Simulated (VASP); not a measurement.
# ZnPd3 (Pm-3m) in VASP: single point with LDA

Aim: the single point of ZnPd3 with LDA.

Everything below comes from runs of VASP 6.6.1. Logs are shortened: lines on timing, memory, paths and dates and some standing lists are left out, and cuts for length are marked.

## Step 1: The cell of the first run

It takes space group Pm-3m (No. 221, cubic). Conventional cell: a = 3.807 Å, b = 3.807 Å, c = 3.807 Å, α = 90.00°, β = 90.00°, γ = 90.00°. Zn (site symmetry m-3m) has 12 Pd at 2.69 Å within 3.5 Å. Pd (site symmetry 4/mmm) has 4 Zn at 2.69 Å and 8 Pd at 2.69 Å within 3.5 Å.

## Step 2: Single point, LDA

Input file INCAR:

```
SYSTEM = ZnPd3
  ALGO = Fast
  EDIFF = 1E-6
  ENCUT = 520
  ISIF = 2
  ISMEAR = 0
  LASPH = .True.
  LCHARG = .False.
  LREAL = .False.
  LWAVE = .False.
  NBANDS = 29
  NELM = 80
  PREC = Accurate
  SIGMA = 0.1
```

Input file KPOINTS:

```
k-points
0
Gamma
  12 12 12
  0 0 0
```

Input file POSCAR:

```
ZnPd3
1.0
    3.8067383477      0.0000000000      0.0000000000
    0.0000000000      3.8067383477      0.0000000000
    0.0000000000      0.0000000000      3.8067383477
Zn Pd
1 3
Direct
    0.0000000000      0.0000000000      0.0000000000
    0.0000000000      0.5000000000      0.5000000000
    0.5000000000      0.0000000000      0.5000000000
    0.5000000000      0.5000000000      0.0000000000
```

Potentials or basis: VASP PAW LDA potentials, release 64 (Zn, Pd).

Run with:

```bash
> cat potpaw_LDA.64/Zn/POTCAR potpaw_LDA.64/Pd/POTCAR > POTCAR
> mpirun -np 1 vasp_std > vasp.out
```

OUTCAR:

```text
SYSTEM = ZnPd3
   EDIFF = 1E-6
   ENCUT = 520
   ISIF = 2
   ISMEAR = 0
   LASPH = .True.
   LREAL = .False.
   NELM = 80
   PREC = Accurate

 ion  position               nearest neighbor table
   1  0.000  0.000  0.000-   2 2.69   3 2.69   4 2.69   2 2.69   3 2.69   2 2.69   4 2.69   2 2.69
                             3 2.69   4 2.69   3 2.69   4 2.69
   2  0.000  0.500  0.500-   1 2.69   3 2.69   4 2.69   1 2.69   4 2.69   1 2.69   3 2.69   1 2.69
                             3 2.69   4 2.69   4 2.69   3 2.69
   3  0.500  0.000  0.500-   1 2.69   2 2.69   4 2.69   1 2.69   4 2.69   2 2.69   4 2.69   4 2.69
                             1 2.69   2 2.69   1 2.69   2 2.69
   4  0.500  0.500  0.000-   1 2.69   2 2.69   3 2.69   2 2.69   3 2.69   1 2.69   3 2.69   3 2.69
                             1 2.69   2 2.69   2 2.69   1 2.69

  LATTYP: Found a simple cubic cell.
 ALAT       =     3.8067383477

  Lattice vectors:

 A1 = (   3.8067383477,   0.0000000000,   0.0000000000)
 A2 = (   0.0000000000,   3.8067383477,   0.0000000000)
 A3 = (   0.0000000000,   0.0000000000,   3.8067383477)

Analysis of symmetry for initial positions (statically):
=====================================================================
 Subroutine PRICEL returns:
 Original cell was already a primitive cell.

 Routine SETGRP: Setting up the symmetry group for a
 simple cubic supercell.

 Subroutine GETGRP returns: Found 48 space group operations
 (whereof 48 operations were pure point group operations)
 out of a pool of 48 trial point group operations.

The static configuration has the point symmetry O_h .

Analysis of symmetry for dynamics (positions and initial velocities):
=====================================================================
 Subroutine PRICEL returns:
 Original cell was already a primitive cell.

 Routine SETGRP: Setting up the symmetry group for a
 simple cubic supercell.

 Subroutine GETGRP returns: Found 48 space group operations
 (whereof 48 operations were pure point group operations)
 out of a pool of 48 trial point group operations.

The dynamic configuration has the point symmetry O_h .

 Subroutine INISYM returns: Found 48 space group operations
 (whereof 48 operations are pure point group operations),
 and found     1 'primitive' translations

----------------------------------------------------------------------------------------

                                     Primitive cell

  volume of cell :      55.1644

  direct lattice vectors                    reciprocal lattice vectors
     3.806738348  0.000000000  0.000000000     0.262692076  0.000000000  0.000000000
     0.000000000  3.806738348  0.000000000     0.000000000  0.262692076  0.000000000
     0.000000000  0.000000000  3.806738348     0.000000000  0.000000000  0.262692076

  length of vectors
     3.806738348  3.806738348  3.806738348     0.262692076  0.262692076  0.262692076

  position of ions in fractional coordinates (direct lattice)
     0.000000000  0.000000000  0.000000000
     0.000000000  0.500000000  0.500000000
     0.500000000  0.000000000  0.500000000
     0.500000000  0.500000000  0.000000000

  ion indices of the primitive-cell ions
   primitive index   ion index
                 1           1
                 2           2
                 3           3
                 4           4

----------------------------------------------------------------------------------------

 KPOINTS: k-points

Automatic generation of k-mesh.
 Grid dimensions read from file:
 generate k-points for:   12   12   12

 Generating k-lattice:

  Cartesian coordinates                     Fractional coordinates (reciprocal lattice)
     0.021891006  0.000000000  0.000000000     0.083333333  0.000000000  0.000000000
     0.000000000  0.021891006  0.000000000     0.000000000  0.083333333  0.000000000
     0.000000000  0.000000000  0.021891006     0.000000000  0.000000000  0.083333333

  Length of vectors
     0.021891006  0.021891006  0.021891006

  Shift w.r.t. Gamma in fractional coordinates (k-lattice)
     0.000000000  0.000000000  0.000000000

 Subroutine IBZKPT returns following result:
 ===========================================

 Found     84 irreducible k-points:

 Following reciprocal coordinates:
            Coordinates               Weight
  0.000000  0.000000  0.000000      1.000000
  0.083333  0.000000  0.000000      6.000000
  0.166667  0.000000  0.000000      6.000000
  0.250000  0.000000  0.000000      6.000000
  0.333333  0.000000  0.000000      6.000000
  0.416667  0.000000  0.000000      6.000000
[... 16 lines left out ...]
  0.333333  0.333333  0.000000     12.000000
  0.416667  0.333333  0.000000     24.000000
 [... further k-points ...]
   k-points           NKPTS =     84   k-points in BZ     NKDIM =     84   number of bands    NBANDS=     29
   number of dos      NEDOS =    301   number of ions     NIONS =      4
   total plane-waves  NPLWV =  21952
   dimension x,y,z NGX =    28 NGY =   28 NGZ =   28
   dimension x,y,z NGXF=    56 NGYF=   56 NGZF=   56
   ions per type =               1   3
   NGX,Y,Z   is equivalent  to a cutoff of  12.23, 12.23, 12.23 a.u.
   NGXF,Y,Z  is equivalent  to a cutoff of  24.46, 24.46, 24.46 a.u.
 SYSTEM =  ZnPd3
   PREC   = accura    normal or accurate (medium, high low for compatibility)
   ISTART =      0    job   : 0-new  1-cont  2-samecut
   ICHARG =      2    charge: 1-file 2-atom 10-const
   ISPIN  =      1    spin polarized calculation?
   LNONCOLLINEAR =      F non collinear calculations
   LSORBIT =      F    spin-orbit coupling
   LASPH  =      T    aspherical Exc in radial PAW
   ENCUT  =  520.0 eV  38.22 Ry    6.18 a.u.   7.08  7.08  7.08*2*pi/ulx,y,z
   NELM   =     80;   NELMIN=  2; NELMDL= -5     # of ELM steps
   EDIFF  = 0.1E-05   stopping-criterion for ELM
   LREAL  =      F    real-space projection
   EDIFFG = 0.1E-04   stopping-criterion for IOM
   NSW    =      0    number of steps for IOM
   IBRION =     -1    ionic relax: 0-MD 1-quasi-New 2-CG
   NFREE  =      0    steps in history (QN), initial steepest desc. (CG)
   ISIF   =      2    stress and relaxation
   ISYM   =      2    0-nonsym 1-usesym 2-fastsym
   POTIM  = 0.5000    time-step for ionic-motion
   TEBEG  =    0.0;   TEEND  =   0.0 temperature during run
   PSTRESS=    0.0 pullay stress
   NELECT =      42.0000    total number of electrons
   NUPDOWN=      -1.0000    fix difference up-down
   EMIN   =  10.00;   EMAX   =-10.00  energy-range for DOS
   EFERMI =   0.00;   METHOD = LEGACY
   ISMEAR =     0;   SIGMA  =   0.10  broadening in eV -4-tet -1-fermi 0-gaus
   EFERMI_NEDOS =   21; number of points for ismear=-14 and -15
   IALGO  =     68    algorithm
   IMIX   =      4    mixing-type and parameters
     AMIX     =   0.40;   BMIX     =  1.00
     AMIX_MAG =   1.60;   BMIX_MAG =  1.00
  volume/ion in A,a.u.               =      13.79        93.07
  Fermi-wavevector in a.u.,A,eV,Ry     =   1.494875  2.824904 30.404279  2.234651
  Thomas-Fermi vector in A             =   2.607092
   LORBIT       =      0    0 simple, 1 ext, 2 COOP (PROOUT), +10 PAW based schemes
   GGA     = CA    functional components
   LHFCALC =     F    Hartree Fock is set to
   AEXX    =    0.0000 exact exchange contribution
   IVDW    =     0    specifies the selected vdW correction
   LEPSILON=     F    determine dielectric tensor
   LRPA    =     F    only Hartree local field effects (RPA)
 non-spin polarized calculation
 RMM-DIIS sequential band-by-band and
 Gauss-broadening in eV      SIGMA  =   0.10
  energy-cutoff  :      520.00
  volume of cell :       55.16
 maximum number of plane-waves:      1504
   NGX = 15   NGY = 15   NGZ = 15

 number of electron      42.0000008 magnetization

 Free energy of the ion-electron system (eV)
  ---------------------------------------------------
  ext. energy  EPLUGINS =         0.00000000
  ---------------------------------------------------
  free energy    TOTEN  =       -22.60424484 eV

  energy without entropy =      -22.58149862  energy(sigma->0) =      -22.59287173

 E-fermi :   8.7880     XC(G=0): -13.5513

 val. band max:        8.7844624534   @ k =   0.3333   0.1667   0.1667
 cond. band min:       8.7885090822   @ k =   0.5000   0.4167   0.1667
 fundamental gap:      0.0040466288
 Fermi energy:         8.7880439992

 k-point     1 :       0.0000    0.0000    0.0000
  band No.  band energies     occupation
      1       0.1647      2.00000
      2       1.4906      2.00000
      3       1.4906      2.00000
      4       1.6689      2.00000
      5       1.6689      2.00000
      6       1.6689      2.00000
[... 21 lines left out ...]
     28      20.1139      0.00000
     29      20.1139      0.00000

 k-point     2 :       0.0833    0.0000    0.0000
  band No.  band energies     occupation
      1       0.2482      2.00000
      2       1.5104      2.00000
      3       1.5137      2.00000
      4       1.6784      2.00000
      5       1.6866      2.00000
      6       1.6866      2.00000
[... 21 lines left out ...]
     28      20.1273      0.00000
     29      20.1294      0.00000

 k-point     3 :       0.1667    0.0000    0.0000
  band No.  band energies     occupation
      1       0.4937      2.00000
      2       1.5641      2.00000
      3       1.5799      2.00000
      4       1.7046      2.00000
      5       1.7365      2.00000
      6       1.7365      2.00000
[... 21 lines left out ...]
     28      19.9890      0.00000
     29      19.9894      0.00000

 k-point     4 :       0.2500    0.0000    0.0000
  band No.  band energies     occupation
      1       0.8820      2.00000
      2       1.6363      2.00000
      3       1.6847      2.00000
      4       1.7411      2.00000
      5       1.8085      2.00000
      6       1.8085      2.00000
[... 21 lines left out ...]
     28      19.4223      0.00000
     29      19.5922      0.00000

 k-point     5 :       0.3333    0.0000    0.0000
  band No.  band energies     occupation
      1       1.3421      2.00000
      2       1.7071      2.00000
      3       1.7785      2.00000
      4       1.8581      2.00000
      5       1.8860      2.00000
      6       1.8860      2.00000
[... 21 lines left out ...]
     28      18.5153      0.00000
     29      19.6738      0.00000
[... 510 lines left out ...]
     28      20.1156      0.00000
     29      21.3914      0.00000

 k-point    22 :       0.5000    0.2500    0.0000
  band No.  band energies     occupation
      1       1.8608      2.00000
      2       1.8635      2.00000
      3       1.8856      2.00000
      4       1.9569      2.00000
      5       1.9660      2.00000
      6       2.9770      2.00000
[... 21 lines left out ...]
     28      20.0403      0.00000
     29      21.5724      0.00000

 k-point    23 :       0.3333    0.3333    0.0000
  band No.  band energies     occupation
      1       1.7900      2.00000
      2       1.8585      2.00000
      3       1.8984      2.00000
      4       1.9296      2.00000
      5       1.9929      2.00000
      6       2.4995      2.00000
[... 21 lines left out ...]
     28      20.6010      0.00000
     29      20.6749      0.00000

 k-point    24 :       0.4167    0.3333    0.0000
  band No.  band energies     occupation
      1       1.8139      2.00000
      2       1.8959      2.00000
      3       1.9180      2.00000
      4       1.9532      2.00000
      5       2.0475      2.00000
      6       2.8761      2.00000
[... 21 lines left out ...]
     28      20.4039      0.00000
     29      21.2214      0.00000

 [... further k-points ...]

------------------------ aborting loop because EDIFF is reached ----------------------------------------

  FORCE on cell =-STRESS in cart. coord.  units (eV):
  Direction    XX          YY          ZZ          XY          YZ          ZX
  --------------------------------------------------------------------------------------
  -------------------------------------------------------------------------------------
  Total        0.1968139      0.1968139      0.1968139     -0.0000000     -0.0000000      0.0000000
  in kB        5.7161967      5.7161967      5.7161967     -0.0000000     -0.0000000      0.0000000
  external PRESSURE =       5.7161967 kB  Pullay stress =       0.0000000 kB

 VOLUME and BASIS-vectors are now :
 -----------------------------------------------------------------------------
  energy-cutoff  :      520.00
  volume of cell :       55.16
      direct lattice vectors                 reciprocal lattice vectors
     3.806738348  0.000000000  0.000000000     0.262692076  0.000000000  0.000000000
     0.000000000  3.806738348  0.000000000     0.000000000  0.262692076  0.000000000
     0.000000000  0.000000000  3.806738348     0.000000000  0.000000000  0.262692076

 POSITION                                       TOTAL-FORCE (eV/Angst)
 -----------------------------------------------------------------------------------
      0.00000      0.00000      0.00000         0.000000      0.000000      0.000000
      0.00000      1.90337      1.90337         0.000000      0.000000      0.000000
      1.90337      0.00000      1.90337         0.000000      0.000000      0.000000
      1.90337      1.90337      0.00000         0.000000      0.000000      0.000000
 -----------------------------------------------------------------------------------
    total drift:                                0.000000      0.000000      0.000000

  FREE ENERGIE OF THE ION-ELECTRON SYSTEM (eV)
  ---------------------------------------------------
  free  energy   TOTEN  =       -22.6042448387 eV

  energy  without entropy=      -22.5814986236  energy(sigma->0) =      -22.59287173
```

It took 1.7 min on 1 thread of AMD EPYC 7R13 (Zen 3), shared host; peak memory 0.2 GiB.

Results:

* Free energy: -22.6042 eV
* Pressure: 0.6 GPa
* Band gap on the k mesh: zero (band 21 reaches 9.17 eV, above the bottom of band 22 at 8.30 eV)

Levels at points of the mesh, in eV from the Fermi level:
| k point | band 18 | band 19 | band 20 | band 21 | band 22 | band 23 | band 24 | band 25 |
| --- | --- | --- | --- | --- | --- | --- | --- | --- |
| (0.00, 0.00, 0.00) | -0.01 | 0.38 | 0.38 | 0.38 | 2.00 | 2.00 | 2.00 | 7.79 |
| (0.50, 0.00, 0.00) | -1.75 | -1.75 | -1.45 | -0.67 | 0.38 | 7.10 | 7.10 | 7.13 |
| (0.50, 0.50, 0.00) | -2.08 | -1.41 | -1.33 | -0.04 | 0.17 | 2.05 | 2.05 | 9.05 |
| (0.50, 0.50, 0.50) | -0.51 | -0.51 | -0.51 | 0.02 | 0.02 | 0.02 | 0.83 | 4.13 |
